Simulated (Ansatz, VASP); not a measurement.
**CaSn2O5: VASP beside Ansatz**

```
Ca Sn O
1.0
     3.71788    0.00000    0.00000
     0.00000   12.01854    0.00000
     0.00000    0.00000    5.24372
Ca Sn O
2 4 10
Cartesian
  0.0000 6.0093 4.3678
  1.8589 0.0000 0.8760
  1.8589 7.8617 1.8378
  1.8589 4.1569 1.8378
  0.0000 1.8524 3.4060
  0.0000 10.1661 3.4060
  1.8589 7.4717 -0.0421
  1.8589 4.5468 -0.0421
  1.8589 6.0093 2.7174
  0.0000 8.1154 2.7549
  0.0000 3.9031 2.7549
  0.0000 1.4624 5.2859
  0.0000 10.5561 5.2859
  0.0000 0.0000 2.5264
  1.8589 9.9124 2.4888
  1.8589 2.1062 2.4888
```

Alike in both runs: functional PBE; k mesh 3 × 1 × 3; occupations gaussian, width 0.15 eV; no spin polarisation.

Ansatz relaxed the structure, and its values are those at the end. VASP's run is a single point on that final structure, the one shown.

|  | VASP | Ansatz |
| --- | --- | --- |
| version | VASP 6.6.1 | Ansatz 0.2.0 |
| potentials or method | VASP PAW PBE potentials, release 64 (Ca_sv, Sn_d, O_h), cutoff 910 eV | scalar-relativistic, plane waves, PAW |
| valence electrons in the cell | 136 | 136 |

```csv
,VASP,Ansatz,Ansatz less VASP
gap on the k mesh at the Fermi level (eV),0.80,0.83,+0.025
least direct gap on the mesh (eV),0.80,0.83,+0.025
rms of the force components (eV/Å),0.028,0.020,-0.0081
```

The k mesh is coarse, so the values compare programs but aren't converged. Noted on VASP's run: the cutoff is short for stress, so the pressure is rough.
